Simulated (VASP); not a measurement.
# ScAl3 (Pm-3m) in VASP: further runs

Runs on ScAl3. Level: PBEsol+D3(BJ). Tasks: single point.

All numbers are computed with VASP 6.6.1; they aren't measurements. Logs are shortened: lines on timing, memory, paths and dates and some standing lists are left out, and cuts for length are marked.

## 1. The cell of the first run

The structure is cubic, space group Pm-3m (No. 221). Conventional cell: a = 4.122 Å, b = 4.122 Å, c = 4.122 Å, α = 90.00°, β = 90.00°, γ = 90.00°. Within 3.8 Å of Sc (site symmetry m-3m) lie 12 Al at 2.91 Å. Al (site symmetry 4/mmm) has 4 Sc at 2.91 Å and 8 Al at 2.91 Å within 3.8 Å.

## 2. Single point, PBEsol+D3(BJ)

INCAR

```
SYSTEM = ScAl3
PREC = Accurate ; ENCUT = 520
EDIFF = 1E-6 ; ISMEAR = -1
SIGMA = 0.1 ; LREAL = .False.
LASPH = .True. ; NELM = 60
ALGO = Normal ; ISIF = 2
LWAVE = .False. ; LCHARG = .True.
GGA = PS ; IVDW = 12
LELF = .True. ; LVHAR = .True.
NBANDS = 18
```

KPOINTS

```
Automatic mesh
0
Gamma
  6 6 6
  0 0 0
```

POSCAR

```
ScAl3
1.0
    4.1215920610      0.0000000000      0.0000000000
    0.0000000000      4.1215920610      0.0000000000
    0.0000000000      0.0000000000      4.1215920610
Sc Al
1 3
Direct
    0.0000000000      0.0000000000      0.0000000000
    0.5000000000      0.0000000000      0.5000000000
    0.0000000000      0.5000000000      0.5000000000
    0.5000000000      0.5000000000      0.0000000000
```

Potentials or basis: VASP PAW PBE potentials, release 64 (Sc_sv, Al).

Launch:

```sh
$ cat potpaw_PBE.64/Sc_sv/POTCAR potpaw_PBE.64/Al/POTCAR > POTCAR
$ mpirun -np 1 vasp_std > vasp.out
```

OUTCAR:

```text
SYSTEM = ScAl3
   PREC = Accurate
   ENCUT = 520
   EDIFF = 1E-6
   ISMEAR = -1
   LREAL = .False.
   LASPH = .True.
   NELM = 60
   ISIF = 2
   GGA = PS
   IVDW = 12
 IVDW          = 12

 ion  position               nearest neighbor table
   1  0.000  0.000  0.000-   2 2.91   3 2.91   4 2.91   2 2.91   3 2.91   3 2.91   4 2.91   3 2.91
                             2 2.91   4 2.91   2 2.91   4 2.91
   2  0.500  0.000  0.500-   1 2.91   3 2.91   4 2.91   1 2.91   4 2.91   3 2.91   4 2.91   4 2.91
                             1 2.91   3 2.91   1 2.91   3 2.91
   3  0.000  0.500  0.500-   1 2.91   2 2.91   4 2.91   1 2.91   4 2.91   1 2.91   2 2.91   1 2.91
                             2 2.91   4 2.91   4 2.91   2 2.91
   4  0.500  0.500  0.000-   1 2.91   2 2.91   3 2.91   2 2.91   3 2.91   1 2.91   2 2.91   2 2.91
                             1 2.91   3 2.91   3 2.91   1 2.91

  LATTYP: Found a simple cubic cell.
 ALAT       =     4.1215920610

  Lattice vectors:

 A1 = (   4.1215920610,   0.0000000000,   0.0000000000)
 A2 = (   0.0000000000,   4.1215920610,   0.0000000000)
 A3 = (   0.0000000000,   0.0000000000,   4.1215920610)

Analysis of symmetry for initial positions (statically):
=====================================================================
 Subroutine PRICEL returns:
 Original cell was already a primitive cell.

 Routine SETGRP: Setting up the symmetry group for a
 simple cubic supercell.

 Subroutine GETGRP returns: Found 48 space group operations
 (whereof 48 operations were pure point group operations)
 out of a pool of 48 trial point group operations.

The static configuration has the point symmetry O_h .

Analysis of symmetry for dynamics (positions and initial velocities):
=====================================================================
 Subroutine PRICEL returns:
 Original cell was already a primitive cell.

 Routine SETGRP: Setting up the symmetry group for a
 simple cubic supercell.

 Subroutine GETGRP returns: Found 48 space group operations
 (whereof 48 operations were pure point group operations)
 out of a pool of 48 trial point group operations.

The dynamic configuration has the point symmetry O_h .

 Subroutine INISYM returns: Found 48 space group operations
 (whereof 48 operations are pure point group operations),
 and found     1 'primitive' translations

----------------------------------------------------------------------------------------

                                     Primitive cell

  volume of cell :      70.0156

  direct lattice vectors                    reciprocal lattice vectors
     4.121592061  0.000000000  0.000000000     0.242624691  0.000000000  0.000000000
     0.000000000  4.121592061  0.000000000     0.000000000  0.242624691  0.000000000
     0.000000000  0.000000000  4.121592061     0.000000000  0.000000000  0.242624691

  length of vectors
     4.121592061  4.121592061  4.121592061     0.242624691  0.242624691  0.242624691

  position of ions in fractional coordinates (direct lattice)
     0.000000000  0.000000000  0.000000000
     0.500000000  0.000000000  0.500000000
     0.000000000  0.500000000  0.500000000
     0.500000000  0.500000000  0.000000000

  ion indices of the primitive-cell ions
   primitive index   ion index
                 1           1
                 2           2
                 3           3
                 4           4

----------------------------------------------------------------------------------------

 KPOINTS: Automatic mesh

Automatic generation of k-mesh.
 Grid dimensions read from file:
 generate k-points for:    6    6    6

 Generating k-lattice:

  Cartesian coordinates                     Fractional coordinates (reciprocal lattice)
     0.040437448  0.000000000  0.000000000     0.166666667  0.000000000  0.000000000
     0.000000000  0.040437448  0.000000000     0.000000000  0.166666667  0.000000000
     0.000000000  0.000000000  0.040437448     0.000000000  0.000000000  0.166666667

  Length of vectors
     0.040437448  0.040437448  0.040437448

  Shift w.r.t. Gamma in fractional coordinates (k-lattice)
     0.000000000  0.000000000  0.000000000

 Subroutine IBZKPT returns following result:
 ===========================================

 Found     20 irreducible k-points:

 Following reciprocal coordinates:
            Coordinates               Weight
  0.000000  0.000000  0.000000      1.000000
  0.166667  0.000000  0.000000      6.000000
  0.333333  0.000000  0.000000      6.000000
  0.500000  0.000000  0.000000      3.000000
  0.166667  0.166667  0.000000     12.000000
  0.333333  0.166667  0.000000     24.000000
[... 12 lines left out ...]
  0.500000  0.500000  0.333333      6.000000
  0.500000  0.500000  0.500000      1.000000
   k-points           NKPTS =     20   k-points in BZ     NKDIM =     20   number of bands    NBANDS=     18
   number of dos      NEDOS =    301   number of ions     NIONS =      4
   total plane-waves  NPLWV =  32768
   dimension x,y,z NGX =    32 NGY =   32 NGZ =   32
   dimension x,y,z NGXF=    64 NGYF=   64 NGZF=   64
   ions per type =               1   3
   NGX,Y,Z   is equivalent  to a cutoff of  12.91, 12.91, 12.91 a.u.
   NGXF,Y,Z  is equivalent  to a cutoff of  25.81, 25.81, 25.81 a.u.
 SYSTEM =  ScAl3
   PREC   = accura    normal or accurate (medium, high low for compatibility)
   ISTART =      0    job   : 0-new  1-cont  2-samecut
   ICHARG =      2    charge: 1-file 2-atom 10-const
   ISPIN  =      1    spin polarized calculation?
   LNONCOLLINEAR =      F non collinear calculations
   LSORBIT =      F    spin-orbit coupling
   LASPH  =      T    aspherical Exc in radial PAW
   ENCUT  =  520.0 eV  38.22 Ry    6.18 a.u.   7.66  7.66  7.66*2*pi/ulx,y,z
   NELM   =     60;   NELMIN=  2; NELMDL= -5     # of ELM steps
   EDIFF  = 0.1E-05   stopping-criterion for ELM
   LREAL  =      F    real-space projection
   EDIFFG = 0.1E-04   stopping-criterion for IOM
   NSW    =      0    number of steps for IOM
   IBRION =     -1    ionic relax: 0-MD 1-quasi-New 2-CG
   NFREE  =      0    steps in history (QN), initial steepest desc. (CG)
   ISIF   =      2    stress and relaxation
   ISYM   =      2    0-nonsym 1-usesym 2-fastsym
   POTIM  = 0.5000    time-step for ionic-motion
   TEBEG  =    0.0;   TEEND  =   0.0 temperature during run
   PSTRESS=    0.0 pullay stress
   NELECT =      20.0000    total number of electrons
   NUPDOWN=      -1.0000    fix difference up-down
   EMIN   =  10.00;   EMAX   =-10.00  energy-range for DOS
   EFERMI =   0.00;   METHOD = LEGACY
   ISMEAR =    -1;   SIGMA  =   0.10  broadening in eV -4-tet -1-fermi 0-gaus
   EFERMI_NEDOS =   21; number of points for ismear=-14 and -15
   IALGO  =     38    algorithm
   IMIX   =      4    mixing-type and parameters
     AMIX     =   0.40;   BMIX     =  1.00
     AMIX_MAG =   1.60;   BMIX_MAG =  1.00
  volume/ion in A,a.u.               =      17.50       118.12
  Fermi-wavevector in a.u.,A,eV,Ry     =   1.078168  2.037442 15.816045  1.162447
  Thomas-Fermi vector in A             =   2.214100
   LORBIT       =      0    0 simple, 1 ext, 2 COOP (PROOUT), +10 PAW based schemes
   GGA     = PS    functional components
   LHFCALC =     F    Hartree Fock is set to
   AEXX    =    0.0000 exact exchange contribution
   IVDW    =    12    specifies the selected vdW correction
   LEPSILON=     F    determine dielectric tensor
   LRPA    =     F    only Hartree local field effects (RPA)
 non-spin polarized calculation
  energy-cutoff  :      520.00
  volume of cell :       70.02
 maximum number of plane-waves:      1924
 NGX is ok and might be reduce to    32
   NGX = 15   NGY = 15   NGZ = 15

 number of electron      19.9999995 magnetization

 Free energy of the ion-electron system (eV)
  ---------------------------------------------------
  ext. energy  EPLUGINS =         0.00000000
  ---------------------------------------------------
  free energy    TOTEN  =       -20.75731403 eV

  energy without entropy =      -20.70388492  energy(sigma->0) =      -20.73059947

 E-fermi :   7.0570     XC(G=0): -10.4027

 val. band max:        6.7920907212   @ k =   0.3333   0.3333   0.0000
 cond. band min:       7.0744080970   @ k =   0.5000   0.3333   0.1667
 fundamental gap:      0.2823173758
 Fermi energy:         7.0569792600

 k-point     1 :       0.0000    0.0000    0.0000
  band No.  band energies     occupation
      1     -41.8492      2.00000
      2     -20.6384      2.00000
      3     -20.6384      2.00000
      4     -20.6384      2.00000
      5      -2.9098      2.00000
      6       4.3827      2.00000
[... 10 lines left out ...]
     17      12.1714      0.00000
     18      12.1714      0.00000

 k-point     2 :       0.1667    0.0000    0.0000
  band No.  band energies     occupation
      1     -41.8489      2.00000
      2     -20.6458      2.00000
      3     -20.6379      2.00000
      4     -20.6379      2.00000
      5      -2.6593      2.00000
      6       2.8645      2.00000
[... 10 lines left out ...]
     17      12.2136      0.00000
     18      12.2136      0.00000

 k-point     3 :       0.3333    0.0000    0.0000
  band No.  band energies     occupation
      1     -41.8484      2.00000
      2     -20.6606      2.00000
      3     -20.6367      2.00000
      4     -20.6367      2.00000
      5      -1.9323      2.00000
      6       1.0052      2.00000
[... 10 lines left out ...]
     17      11.3848      0.00000
     18      12.3870      0.00000

 k-point     4 :       0.5000    0.0000    0.0000
  band No.  band energies     occupation
      1     -41.8481      2.00000
      2     -20.6680      2.00000
      3     -20.6361      2.00000
      4     -20.6361      2.00000
      5      -1.0684      2.00000
      6      -0.2565      2.00000
[... 291 lines left out ...]
      4     -20.6540      2.00000
      5       0.5342      2.00000
      6       1.4630      2.00000
[... 10 lines left out ...]
     17      11.2713      0.00000
     18      14.0804      0.00000

 k-point    19 :       0.5000    0.5000    0.3333
  band No.  band energies     occupation
      1     -41.8462      2.00000
      2     -20.6610      2.00000
      3     -20.6610      2.00000
      4     -20.6535      2.00000
      5       1.2555      2.00000
      6       1.9329      2.00000
[... 10 lines left out ...]
     17      10.9248      0.00000
     18      15.5409      0.00000

 k-point    20 :       0.5000    0.5000    0.5000
  band No.  band energies     occupation
      1     -41.8459      2.00000
      2     -20.6600      2.00000
      3     -20.6600      2.00000
      4     -20.6600      2.00000
      5       2.2333      2.00000
      6       2.2333      2.00000
[... 10 lines left out ...]
     17      10.9070      0.00000
     18      17.6384      0.00000

------------------------ aborting loop because EDIFF is reached ----------------------------------------

 Edisp (eV)   -1.43054

 E8    (eV) :    -0.9807

  FORCE on cell =-STRESS in cart. coord.  units (eV):
  Direction    XX          YY          ZZ          XY          YZ          ZX
  --------------------------------------------------------------------------------------
  -------------------------------------------------------------------------------------
  Total      -2.75500    -2.75500    -2.75500     0.00000     0.00000    -0.00000
  in kB     -63.04315   -63.04315   -63.04315     0.00000     0.00000    -0.00000
  external pressure =      -63.04 kB  Pullay stress =        0.00 kB

 VOLUME and BASIS-vectors are now :
 -----------------------------------------------------------------------------
  energy-cutoff  :      520.00
  volume of cell :       70.02
      direct lattice vectors                 reciprocal lattice vectors
     4.121592061  0.000000000  0.000000000     0.242624691  0.000000000  0.000000000
     0.000000000  4.121592061  0.000000000     0.000000000  0.242624691  0.000000000
     0.000000000  0.000000000  4.121592061     0.000000000  0.000000000  0.242624691

 POSITION                                       TOTAL-FORCE (eV/Angst)
 -----------------------------------------------------------------------------------
      0.00000      0.00000      0.00000         0.000000      0.000000      0.000000
      2.06080      0.00000      2.06080         0.000000      0.000000      0.000000
      0.00000      2.06080      2.06080         0.000000      0.000000      0.000000
      2.06080      2.06080      0.00000         0.000000      0.000000      0.000000
 -----------------------------------------------------------------------------------
    total drift:                                0.000000      0.000000      0.000000

  FREE ENERGIE OF THE ION-ELECTRON SYSTEM (eV)
  ---------------------------------------------------
  free  energy   TOTEN  =       -22.1878565333 eV

  energy  without entropy=      -22.1344274143  energy(sigma->0) =      -22.16114197
```

It took 19 s on 1 thread of AMD EPYC 7R13 (Zen 3), shared host; peak memory 0.16 GiB.

What came out:

```
Free energy                : -22.1879 eV
Pressure                   : -6.3 GPa
Band gap on the k mesh     : zero (bands 10 and 11 overlap by 3.67 eV)
Dispersion energy per atom : -0.358 eV
```

Caveat: the cell stands under tension; the PAW data sets were made with another functional, which shifts forces and pressure a little.

[end of part 1 of 2]
